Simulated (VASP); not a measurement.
Al3Ga4N7: single point with PBE

Al3Ga4N7:

```
Al N Ga
1.0
     5.42341   -0.02182   -0.10210
    -0.02182    5.67374    0.18324
    -0.10210    0.18324    5.49989
Al N Ga
3 7 4
Direct
  0.63418 0.56797 0.27891
  0.34137 0.80335 0.59255
  0.12591 0.53886 0.09571
  0.67785 0.25989 0.43051
  0.93137 0.24073 0.96020
  0.78480 0.67891 0.57372
  0.11052 0.06884 0.72551
  0.88900 0.76303 0.14844
  0.44311 0.58765 0.89244
  0.30492 0.52967 0.37309
  0.88617 0.99380 0.39141
  0.79528 0.87542 0.85066
  0.04872 0.36368 0.56344
  0.66823 0.38693 0.79032
```

```json
{"Program": "VASP 6.6.1", "Task": "single point", "Functional": "PBE", "Potentials or basis": "VASP PAW PBE potentials, release 64 (Al, N, Ga_d)", "Cutoff": "520 eV", "k mesh": "1 × 1 × 1, shifted", "Occupations": "fermi-dirac, width 0.2482 eV", "Spin": "no spin polarisation", "Dipole correction": "no", "Further INCAR settings": "ALGO = Normal; EDIFF = 1e-06; NBANDS = 61; ISYM = -1"}
```

```json
{
  "Pressure": "9.3 GPa",
  "Largest force": "4.564 eV/Å"
}
```

Forces in eV/Å, atoms in the order of the input:
```
Al  -0.820 -1.379 -0.271
Al  -0.440 -0.804  1.265
Al   0.974 -0.759 -2.240
N    1.531 -0.683  0.435
N    0.990  2.692  2.175
N    0.341  0.986  1.279
N    1.540 -2.985 -2.382
N    0.092 -1.187 -0.621
N   -4.081  1.120  1.709
N   -0.929  1.728  2.489
Ga   0.590 -0.645 -0.868
Ga   0.430  1.446 -1.283
Ga   1.419  1.155 -0.125
Ga  -1.639 -0.686 -1.561
```

Stress tensor (GPa, compression positive):
```
 5.73 -5.00 -3.37
-5.00  3.44 -1.79
-3.37 -1.79 18.73
```

Levels at points of the mesh, in eV from the Fermi level:
| k point | band 45 | band 46 | band 47 | band 48 | band 49 | band 50 | band 51 | band 52 |
| --- | --- | --- | --- | --- | --- | --- | --- | --- |
| (0.25, 0.25, 0.25) | -2.18 | -1.66 | -1.36 | -0.49 | 0.48 | 1.34 | 2.04 | 2.63 |

Wall time 20 s on 1 thread of AMD EPYC 9R45 96-Core Processor (Zen 5) (shared host), peak memory 0.21 GiB.

Caveat: the atoms stand as in a frame of molecular dynamics.
